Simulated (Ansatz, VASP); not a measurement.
**One calculation of Sb, two programs**

```xyz
1
Lattice="-1.7228 1.7228 2.6209 1.7228 -1.7228 2.6209 1.7228 1.7228 -2.6209" Properties=species:S:1:pos:R:3 pbc="T T T"
Sb    0.0000    0.0000    0.0000
```

Alike in both runs: task relaxation of cell and atoms; functional PBE; k mesh 8 × 8 × 8; occupations gaussian, width 0.1 eV; no spin polarisation.

|  | VASP | Ansatz |
| --- | --- | --- |
| version | VASP 6.6.1 | Ansatz 0.2.0 |
| potentials or method | VASP PAW PBE potentials, release 64 (Sb), cutoff 600 eV | scalar-relativistic, plane waves, PAW |
| valence electrons in the cell | 5 | 15 |

|  | VASP | Ansatz | Ansatz less VASP |
| --- | --- | --- | --- |
| gap on the k mesh at the Fermi level, each at its own relaxed structure (eV) | none | none | - |
| relaxed volume (Å³/atom) | 28.16 | 27.66 | -0.505 |
| relaxed cell length with the largest relative difference (Å) | 3.645 | 3.450 | -0.1952 |

A gap of «none» marks a metal or a gap that the smearing closes. One of these differences is far larger than is usual between the two programs; its cause wasn't traced. VASP's potentials hold 5 valence electrons a cell and Ansatz's 15, so a difference there can come from the potentials and not from the codes.

Spin-orbit coupling is off throughout.
